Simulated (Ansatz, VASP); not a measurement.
## One calculation of TlBr, two programs

```xyz
2
Lattice="3.9299 0.0000 0.0000 0.0000 3.9299 0.0000 0.0000 0.0000 3.9299" Properties=species:S:1:pos:R:3 pbc="T T T"
Tl    0.0000    0.0000    0.0000
Br    1.9649    1.9649    1.9649
```

Change from the starting cell: volume scaled by 0.97.

Alike in both runs: task single point; functional PBE; k mesh 8 × 8 × 8; occupations fermi-dirac, width 0.03 eV; no spin polarisation.

```csv
,VASP,Ansatz
version,VASP 6.6.1,Ansatz 0.2.0
potentials or method,"VASP PAW PBE potentials, release 64 (Tl_d, Br), cutoff 500 eV","all-electron LAPW, scalar-relativistic"
```

|  | VASP | Ansatz | Ansatz less VASP |
| --- | --- | --- | --- |
| gap on the k mesh at the Fermi level (eV) | 1.76 | 1.75 | -0.006 |
| pressure (GPa) | 2.3 | 2.3 | +0.03 |

Ansatz ran all-electron here, and VASP with PAW potentials.

Spin-orbit coupling is off throughout.
